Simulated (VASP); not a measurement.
Wanted: the native input for a VASP 6.6.1 run.

- Task: relaxation of cell and atoms
- Functional: PBE
- Potentials or basis: VASP PAW PBE potentials, release 64 (Bi_d, Te)
- Cutoff: 600 eV
- k mesh: 6 × 6 × 3
- Occupations: gaussian, width 0.05 eV
- Spin: no spin polarisation
- Dipole correction: no
- Further INCAR settings: ALGO = Normal; EDIFF = 1e-06; IBRION = 2; EDIFFG = -0.02; NSW = 100; ISIF = 3

The structure of BiTe lies in POSCAR:

```
BiTe
1.0
    3.9133058495      0.0000000000      0.0000000000
    0.0000000000      3.9133058495      0.0000000000
    0.0000000000      0.0000000000      7.8266116990
Bi Te
2 2
Direct
    0.0055352926     -0.0415573025      0.0194566636
    0.0208054147      0.0303615078      0.5006618820
    0.5243260543      0.4939975920      0.2415009593
    0.4670536699      0.4892506036      0.7505854808
```

The input as run:

INCAR

```
PREC     = Accurate       # precision mode
ENCUT    = 600            # plane-wave cutoff, eV
EDIFF    = 1E-6           # SCF threshold, eV
ISMEAR   = 0              # smearing method
SIGMA    = 0.05           # smearing width, eV
LREAL    = F              # projectors in reciprocal space
LASPH    = T              # aspherical terms in the spheres
NELM     = 100            # most SCF steps
ALGO     = Normal         # electronic algorithm
ISIF     = 3              # what is computed and relaxed
LWAVE    = F              # write WAVECAR
LCHARG   = F              # write CHGCAR
GGA      = PE             # functional
IBRION   = 2              # ionic algorithm
NSW      = 100            # ionic steps
EDIFFG   = -0.02          # ionic threshold
```

KPOINTS

```
regular mesh
0
Gamma
  6 6 3
```

Potentials or basis: VASP PAW PBE potentials, release 64 (Bi_d, Te).

Launch:

```sh
$ cat potpaw_PBE.64/Bi_d/POTCAR potpaw_PBE.64/Te/POTCAR > POTCAR
$ mpirun -np 1 vasp_std > vasp.out
```

It gave:

* Relaxed volume: 33.87 Å³/atom
* Relaxed cell: a = 4.375 Å, b = 4.368 Å, c = 7.333 Å, α = 90.01°, β = 89.96°, γ = 75.17°
* Space group after relaxing (to 0.1 Å): Cmcm (No. 63)
* Energy gained by relaxing: 102.8 meV/atom
* Ionic steps: 67
* Pressure after relaxing: -0.1 GPa
* Largest force after relaxing: 0.019 eV/Å
* Band gap on the k mesh: zero (bands 21 and 22 overlap by 2.37 eV)

Caveat: spin-orbit coupling is left out, which moves the levels of the heavy elements.

Run time: 61 min on 1 thread of AMD EPYC 9R45 96-Core Processor (Zen 5), on a shared host, peak memory 0.36 GiB.
